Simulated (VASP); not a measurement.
# ZnSe (F-43m) in VASP: a series of runs

Runs on ZnSe. Level: PBEsol. Tasks: single point.

Everything below comes from runs of VASP 6.6.1. Logs are shortened: lines on timing, memory, paths and dates and some standing lists are left out, and cuts for length are marked.

## Step 1: The cell of the first run

It takes space group F-43m (No. 216, cubic). Conventional cell: a = 5.385 Å, b = 5.385 Å, c = 5.385 Å, α = 90.00°, β = 90.00°, γ = 90.00°. Within 3.1 Å of Zn (site symmetry -43m) lie 4 Se at 2.33 Å. Within 3.1 Å of Se (site symmetry -43m) lie 4 Zn at 2.33 Å.

## Step 2: Single point, PBEsol

Contents of INCAR:

```
SYSTEM = ZnSe
PREC = Accurate ; ENCUT = 520
EDIFF = 1E-6 ; ISMEAR = 0
SIGMA = 0.02 ; LREAL = .FALSE.
LASPH = .TRUE. ; NELM = 80
ALGO = Normal ; ISIF = 2
LWAVE = .FALSE. ; LCHARG = .FALSE.
GGA = PS ; NBANDS = 16
```

Contents of KPOINTS:

```
regular mesh
0
G
  8 8 8
  0 0 0
```

Contents of POSCAR:

```
ZnSe
1.0
    0.0000000000      2.6925395486      2.6925395486
    2.6925395486      0.0000000000      2.6925395486
    2.6925395486      2.6925395486      0.0000000000
Zn Se
1 1
Direct
    0.0000000000      0.0000000000      0.0000000000
    0.7500000000      0.7500000000      0.7500000000
```

Potentials or basis: VASP PAW PBE potentials, release 64 (Zn, Se).

The run is started by

```sh
$ cat potpaw_PBE.64/Zn/POTCAR potpaw_PBE.64/Se/POTCAR > POTCAR
$ mpirun -np 1 vasp_std > vasp.out
```

OUTCAR:

```text
SYSTEM = ZnSe
   PREC = Accurate
   ENCUT = 520
   EDIFF = 1E-6
   ISMEAR = 0
   LREAL = .FALSE.
   LASPH = .TRUE.
   NELM = 80
   ISIF = 2
   GGA = PS

 ion  position               nearest neighbor table
   1  0.000  0.000  0.000-   2 2.33   2 2.33   2 2.33   2 2.33
   2  0.750  0.750  0.750-   1 2.33   1 2.33   1 2.33   1 2.33

  LATTYP: Found a face centered cubic cell.
 ALAT       =     5.3850790972

  Lattice vectors:

 A1 = (   0.0000000000,   2.6925395486,   2.6925395486)
 A2 = (   2.6925395486,   0.0000000000,   2.6925395486)
 A3 = (   2.6925395486,   2.6925395486,   0.0000000000)

Analysis of symmetry for initial positions (statically):
=====================================================================
 Subroutine PRICEL returns:
 Original cell was already a primitive cell.

 Routine SETGRP: Setting up the symmetry group for a
 face centered cubic supercell.

 Subroutine GETGRP returns: Found 24 space group operations
 (whereof 24 operations were pure point group operations)
 out of a pool of 48 trial point group operations.

The static configuration has the point symmetry T_d .

Analysis of symmetry for dynamics (positions and initial velocities):
=====================================================================
 Subroutine PRICEL returns:
 Original cell was already a primitive cell.

 Routine SETGRP: Setting up the symmetry group for a
 face centered cubic supercell.

 Subroutine GETGRP returns: Found 24 space group operations
 (whereof 24 operations were pure point group operations)
 out of a pool of 48 trial point group operations.

The dynamic configuration has the point symmetry T_d .

 Subroutine INISYM returns: Found 24 space group operations
 (whereof 24 operations are pure point group operations),
 and found     1 'primitive' translations

----------------------------------------------------------------------------------------

                                     Primitive cell

  volume of cell :      39.0406

  direct lattice vectors                    reciprocal lattice vectors
     0.000000000  2.692539549  2.692539549    -0.185698294  0.185698294  0.185698294
     2.692539549  0.000000000  2.692539549     0.185698294 -0.185698294  0.185698294
     2.692539549  2.692539549  0.000000000     0.185698294  0.185698294 -0.185698294

  length of vectors
     3.807825947  3.807825947  3.807825947     0.321638880  0.321638880  0.321638880

  position of ions in fractional coordinates (direct lattice)
     0.000000000  0.000000000  0.000000000
     0.750000000  0.750000000  0.750000000

  ion indices of the primitive-cell ions
   primitive index   ion index
                 1           1
                 2           2

----------------------------------------------------------------------------------------

 KPOINTS: regular mesh

Automatic generation of k-mesh.
 Grid dimensions read from file:
 generate k-points for:    8    8    8

 Generating k-lattice:

  Cartesian coordinates                     Fractional coordinates (reciprocal lattice)
    -0.023212287  0.023212287  0.023212287     0.125000000  0.000000000  0.000000000
     0.023212287 -0.023212287  0.023212287     0.000000000  0.125000000  0.000000000
     0.023212287  0.023212287 -0.023212287     0.000000000  0.000000000  0.125000000

  Length of vectors
     0.040204860  0.040204860  0.040204860

  Shift w.r.t. Gamma in fractional coordinates (k-lattice)
     0.000000000  0.000000000  0.000000000

 Subroutine IBZKPT returns following result:
 ===========================================

 Found     29 irreducible k-points:

 Following reciprocal coordinates:
            Coordinates               Weight
  0.000000  0.000000  0.000000      1.000000
  0.125000  0.000000  0.000000      8.000000
  0.250000  0.000000  0.000000      8.000000
  0.375000  0.000000  0.000000      8.000000
  0.500000  0.000000  0.000000      4.000000
  0.125000  0.125000  0.000000      6.000000
[... 16 lines left out ...]
  0.500000  0.250000  0.125000     48.000000
 -0.375000  0.250000  0.125000     24.000000
 [... further k-points ...]
   k-points           NKPTS =     29   k-points in BZ     NKDIM =     29   number of bands    NBANDS=     16
   number of dos      NEDOS =    301   number of ions     NIONS =      2
   total plane-waves  NPLWV =  21952
   dimension x,y,z NGX =    28 NGY =   28 NGZ =   28
   dimension x,y,z NGXF=    56 NGYF=   56 NGZF=   56
   ions per type =               1   1
   NGX,Y,Z   is equivalent  to a cutoff of  12.22, 12.22, 12.22 a.u.
   NGXF,Y,Z  is equivalent  to a cutoff of  24.45, 24.45, 24.45 a.u.
 SYSTEM =  ZnSe
   PREC   = accura    normal or accurate (medium, high low for compatibility)
   ISTART =      0    job   : 0-new  1-cont  2-samecut
   ICHARG =      2    charge: 1-file 2-atom 10-const
   ISPIN  =      1    spin polarized calculation?
   LNONCOLLINEAR =      F non collinear calculations
   LSORBIT =      F    spin-orbit coupling
   LASPH  =      T    aspherical Exc in radial PAW
   ENCUT  =  520.0 eV  38.22 Ry    6.18 a.u.   7.08  7.08  7.08*2*pi/ulx,y,z
   NELM   =     80;   NELMIN=  2; NELMDL= -5     # of ELM steps
   EDIFF  = 0.1E-05   stopping-criterion for ELM
   LREAL  =      F    real-space projection
   EDIFFG = 0.1E-04   stopping-criterion for IOM
   NSW    =      0    number of steps for IOM
   IBRION =     -1    ionic relax: 0-MD 1-quasi-New 2-CG
   NFREE  =      0    steps in history (QN), initial steepest desc. (CG)
   ISIF   =      2    stress and relaxation
   ISYM   =      2    0-nonsym 1-usesym 2-fastsym
   POTIM  = 0.5000    time-step for ionic-motion
   TEBEG  =    0.0;   TEEND  =   0.0 temperature during run
   PSTRESS=    0.0 pullay stress
   NELECT =      18.0000    total number of electrons
   NUPDOWN=      -1.0000    fix difference up-down
   EMIN   =  10.00;   EMAX   =-10.00  energy-range for DOS
   EFERMI =   0.00;   METHOD = LEGACY
   ISMEAR =     0;   SIGMA  =   0.02  broadening in eV -4-tet -1-fermi 0-gaus
   EFERMI_NEDOS =   21; number of points for ismear=-14 and -15
   IALGO  =     38    algorithm
   IMIX   =      4    mixing-type and parameters
     AMIX     =   0.40;   BMIX     =  1.00
     AMIX_MAG =   1.60;   BMIX_MAG =  1.00
  volume/ion in A,a.u.               =      19.52       131.73
  Fermi-wavevector in a.u.,A,eV,Ry     =   1.264718  2.389970 21.762664  1.599511
  Thomas-Fermi vector in A             =   2.398008
   LORBIT       =      0    0 simple, 1 ext, 2 COOP (PROOUT), +10 PAW based schemes
   GGA     = PS    functional components
   LHFCALC =     F    Hartree Fock is set to
   AEXX    =    0.0000 exact exchange contribution
   IVDW    =     0    specifies the selected vdW correction
   LEPSILON=     F    determine dielectric tensor
   LRPA    =     F    only Hartree local field effects (RPA)
 non-spin polarized calculation
 Gauss-broadening in eV      SIGMA  =   0.02
  energy-cutoff  :      520.00
  volume of cell :       39.04
 maximum number of plane-waves:      1067
   NGX = 15   NGY = 15   NGZ = 15

 number of electron      18.0000007 magnetization

 Free energy of the ion-electron system (eV)
  ---------------------------------------------------
  ext. energy  EPLUGINS =         0.00000000
  ---------------------------------------------------
  free energy    TOTEN  =        -6.57394150 eV

  energy without entropy =       -6.57394150  energy(sigma->0) =       -6.57394150

 E-fermi :   3.0144     XC(G=0): -10.2416

 val. band max:        2.9328955192   @ k =   0.0000   0.0000   0.0000
 cond. band min:       4.7486434263   @ k =   0.0000   0.0000   0.0000
 fundamental gap:      1.8157479071
 Fermi energy:         3.0144057021

 k-point     1 :       0.0000    0.0000    0.0000
  band No.  band energies     occupation
      1     -11.4740      2.00000
      2      -4.3204      2.00000
      3      -4.3204      2.00000
      4      -4.3204      2.00000
      5      -3.7941      2.00000
      6      -3.7941      2.00000
[... 8 lines left out ...]
     15      14.6754      0.00000
     16      14.6754      0.00000

 k-point     2 :       0.1250    0.0000    0.0000
  band No.  band energies     occupation
      1     -11.3400      2.00000
      2      -4.3267      2.00000
      3      -4.2983      2.00000
      4      -4.2983      2.00000
      5      -3.7967      2.00000
      6      -3.7967      2.00000
[... 8 lines left out ...]
     15      13.7070      0.00000
     16      14.1245      0.00000

 k-point     3 :       0.2500    0.0000    0.0000
  band No.  band energies     occupation
      1     -10.9859      2.00000
      2      -4.3002      2.00000
      3      -4.2501      2.00000
      4      -4.2501      2.00000
      5      -3.7951      2.00000
      6      -3.7951      2.00000
[... 8 lines left out ...]
     15      13.4645      0.00000
     16      13.7113      0.00000

 k-point     4 :       0.3750    0.0000    0.0000
  band No.  band energies     occupation
      1     -10.5745      2.00000
      2      -4.2125      2.00000
      3      -4.2125      2.00000
      4      -4.1051      2.00000
      5      -3.7789      2.00000
      6      -3.7789      2.00000
[... 8 lines left out ...]
     15      14.8072      0.00000
     16      14.8072      0.00000
[... 324 lines left out ...]
 k-point    22 :       0.3750    0.2500    0.1250
  band No.  band energies     occupation
      1     -10.7047      2.00000
      2      -4.3326      2.00000
      3      -4.1853      2.00000
      4      -4.1591      2.00000
      5      -3.8215      2.00000
      6      -3.7581      2.00000
[... 8 lines left out ...]
     15      15.6825      0.00000
     16      17.0955      0.00000

 k-point    23 :       0.5000    0.2500    0.1250
  band No.  band energies     occupation
      1     -10.3568      2.00000
      2      -4.2266      2.00000
      3      -4.1566      2.00000
      4      -4.0286      2.00000
      5      -3.7824      2.00000
      6      -3.7257      2.00000
[... 8 lines left out ...]
     15      16.1231      0.00000
     16      17.1478      0.00000

 k-point    24 :      -0.3750    0.2500    0.1250
  band No.  band energies     occupation
      1     -10.1981      2.00000
      2      -4.2006      2.00000
      3      -4.1317      2.00000
      4      -3.8689      2.00000
      5      -3.7882      2.00000
      6      -3.5094      2.00000
[... 8 lines left out ...]
     15      16.0661      0.00000
     16      17.1520      0.00000

 [... further k-points ...]
[... 5 lines left out ...]
  --------------------------------------------------------------------------------------
  -------------------------------------------------------------------------------------
  Total        3.0216366      3.0216366      3.0216366     -0.0000000     -0.0000000     -0.0000000
  in kB      124.0042448    124.0042448    124.0042448     -0.0000000     -0.0000000     -0.0000000
  external PRESSURE =     124.0042448 kB  Pullay stress =       0.0000000 kB

 VOLUME and BASIS-vectors are now :
 -----------------------------------------------------------------------------
  energy-cutoff  :      520.00
  volume of cell :       39.04
      direct lattice vectors                 reciprocal lattice vectors
     0.000000000  2.692539549  2.692539549    -0.185698294  0.185698294  0.185698294
     2.692539549  0.000000000  2.692539549     0.185698294 -0.185698294  0.185698294
     2.692539549  2.692539549  0.000000000     0.185698294  0.185698294 -0.185698294

 POSITION                                       TOTAL-FORCE (eV/Angst)
 -----------------------------------------------------------------------------------
      0.00000      0.00000      0.00000         0.000000      0.000000     -0.000000
      4.03881      4.03881      4.03881        -0.000000     -0.000000      0.000000
 -----------------------------------------------------------------------------------
    total drift:                               -0.000002     -0.000002     -0.000002

  FREE ENERGIE OF THE ION-ELECTRON SYSTEM (eV)
  ---------------------------------------------------
  free  energy   TOTEN  =        -6.5739415035 eV

  energy  without entropy=       -6.5739415035  energy(sigma->0) =       -6.57394150
```

Run time: 22 s. Hardware: 1 thread of Intel Xeon 6975P-C, shared host; peak memory 0.16 GiB.

What came out:

```
Free energy            : -6.5739 eV
Pressure               : 12.4 GPa
Band gap on the k mesh : 1.82 eV, direct
```

Levels at points of the mesh, in eV from the valence-band top:
```csv
k point,band 5,band 6,band 7,band 8,band 9,band 10,band 11,band 12,band 13,band 14
"(0.00, 0.00, 0.00)",-6.73,-6.73,0.00,0.00,0.00,1.82,5.64,5.64,5.64,10.33
"(0.50, 0.00, 0.00)",-6.70,-6.53,-6.36,-1.13,-1.13,2.70,6.23,6.23,8.69,11.69
"(0.50, 0.50, 0.00)",-6.66,-6.49,-5.49,-2.82,-2.82,2.44,3.27,11.85,12.26,12.26
```

Caveat: the PAW data sets were made with another functional, which shifts forces and pressure a little.

## Step 3: Single point, PBEsol

This run uses another cell than the first one, of 21.16 Å³/atom, 1.084 times its volume.

Contents of INCAR:

```
SYSTEM = ZnSe
PREC     = Accurate       ! precision mode
ENCUT    = 520            ! plane-wave cutoff, eV
EDIFF    = 1E-7           ! SCF threshold, eV
ISMEAR   = 0              ! smearing method
SIGMA    = 0.02           ! smearing width, eV
LREAL    = .FALSE.        ! projectors in reciprocal space
LASPH    = .TRUE.         ! aspherical terms in the spheres
NELM     = 60             ! most SCF steps
ALGO     = Normal         ! electronic algorithm
ISIF     = 2              ! what is computed and relaxed
LWAVE    = .FALSE.        ! write WAVECAR
LCHARG   = .TRUE.         ! write CHGCAR
GGA      = PS             ! functional
LELF     = .TRUE.         ! ELF
LVHAR    = .TRUE.       
NBANDS   = 16             ! bands
```

Contents of KPOINTS:

```
Automatic mesh
0
G
  8 8 8
  0 0 0
```

Contents of POSCAR:

```
ZnSe
1.0
    0.0000000000      2.7659721671      2.7659721671
    2.7659721671      0.0000000000      2.7659721671
    2.7659721671      2.7659721671      0.0000000000
Zn Se
1 1
Direct
    0.0000000000      0.0000000000      0.0000000000
    0.7500000000      0.7500000000      0.7500000000
```

Potentials or basis: VASP PAW PBE potentials, release 64 (Zn, Se).

The run is started by

```sh
$ cat potpaw_PBE.64/Zn/POTCAR potpaw_PBE.64/Se/POTCAR > POTCAR
$ mpirun -np 1 vasp_std > vasp.out
```

OUTCAR:

```text
SYSTEM = ZnSe
   PREC = Accurate
   ENCUT = 520
   EDIFF = 1E-7
   ISMEAR = 0
   LREAL = .FALSE.
   LASPH = .TRUE.
   NELM = 60
   ISIF = 2
   GGA = PS

 ion  position               nearest neighbor table
   1  0.000  0.000  0.000-   2 2.40   2 2.40   2 2.40   2 2.40
   2  0.750  0.750  0.750-   1 2.40   1 2.40   1 2.40   1 2.40

  LATTYP: Found a face centered cubic cell.
 ALAT       =     5.5319443342

  Lattice vectors:

 A1 = (   0.0000000000,   2.7659721671,   2.7659721671)
 A2 = (   2.7659721671,   0.0000000000,   2.7659721671)
 A3 = (   2.7659721671,   2.7659721671,   0.0000000000)

Analysis of symmetry for initial positions (statically):
=====================================================================
 Subroutine PRICEL returns:
 Original cell was already a primitive cell.

 Routine SETGRP: Setting up the symmetry group for a
 face centered cubic supercell.

 Subroutine GETGRP returns: Found 24 space group operations
 (whereof 24 operations were pure point group operations)
 out of a pool of 48 trial point group operations.

[... 157 lines left out ...]
  ext. energy  EPLUGINS =         0.00000000
  ---------------------------------------------------
  free energy    TOTEN  =        -6.74028509 eV

  energy without entropy =       -6.74028509  energy(sigma->0) =       -6.74028509

 E-fermi :   2.3024     XC(G=0):  -9.8607

 val. band max:        2.1392695919   @ k =   0.0000   0.0000   0.0000
 cond. band min:       3.6061739743   @ k =   0.0000   0.0000   0.0000
 fundamental gap:      1.4669043824
 Fermi energy:         2.3023811078

 k-point     1 :       0.0000    0.0000    0.0000
  band No.  band energies     occupation
      1     -11.6444      2.00000
      2      -4.7143      2.00000
      3      -4.7143      2.00000
      4      -4.7143      2.00000
      5      -4.2732      2.00000
      6      -4.2732      2.00000
[... 433 lines left out ...]
      3      -4.5510      2.00000
      4      -4.3218      2.00000
      5      -4.2666      2.00000
      6      -4.0289      2.00000
[... 8 lines left out ...]
     15      15.0149      0.00000
     16      15.9447      0.00000

 [... further k-points ...]
[... 5 lines left out ...]
  --------------------------------------------------------------------------------------
  -------------------------------------------------------------------------------------
  Total        1.1512791      1.1512791      1.1512791      0.0000000      0.0000000      0.0000000
  in kB       43.5830677     43.5830677     43.5830677      0.0000000      0.0000000      0.0000000
  external PRESSURE =      43.5830677 kB  Pullay stress =       0.0000000 kB

 VOLUME and BASIS-vectors are now :
 -----------------------------------------------------------------------------
  energy-cutoff  :      520.00
  volume of cell :       42.32
      direct lattice vectors                 reciprocal lattice vectors
     0.000000000  2.765972167  2.765972167    -0.180768269  0.180768269  0.180768269
     2.765972167  0.000000000  2.765972167     0.180768269 -0.180768269  0.180768269
     2.765972167  2.765972167  0.000000000     0.180768269  0.180768269 -0.180768269

 POSITION                                       TOTAL-FORCE (eV/Angst)
 -----------------------------------------------------------------------------------
      0.00000      0.00000      0.00000         0.000000      0.000000      0.000000
      4.14896      4.14896      4.14896        -0.000000     -0.000000     -0.000000
 -----------------------------------------------------------------------------------
    total drift:                               -0.000001     -0.000001     -0.000001

  FREE ENERGIE OF THE ION-ELECTRON SYSTEM (eV)
  ---------------------------------------------------
  free  energy   TOTEN  =        -6.7402850944 eV

  energy  without entropy=       -6.7402850944  energy(sigma->0) =       -6.74028509
```

Wall time 32 s (1 thread of Intel Xeon 6975P-C, shared host); peak memory 0.17 GiB.

What came out:

```yaml
Free_energy: -6.7403 eV
Pressure: 4.4 GPa
Band_gap_on_the_k_mesh: 1.47 eV, direct
```

Levels at points of the mesh, in eV from the valence-band top:
| k point | band 5 | band 6 | band 7 | band 8 | band 9 | band 10 | band 11 | band 12 | band 13 | band 14 |
| --- | --- | --- | --- | --- | --- | --- | --- | --- | --- | --- |
| (0.00, 0.00, 0.00) | -6.41 | -6.41 | 0.00 | 0.00 | 0.00 | 1.47 | 5.70 | 5.70 | 5.70 | 10.02 |
| (0.50, 0.00, 0.00) | -6.39 | -6.23 | -5.77 | -0.99 | -0.99 | 2.57 | 6.28 | 6.28 | 8.57 | 11.20 |
| (0.50, 0.50, 0.00) | -6.35 | -6.21 | -5.11 | -2.48 | -2.48 | 2.66 | 3.34 | 11.17 | 11.68 | 11.68 |

Caveat: the PAW data sets were made with another functional, which shifts forces and pressure a little. As with any semilocal functional, this PBEsol gap is likely too small.
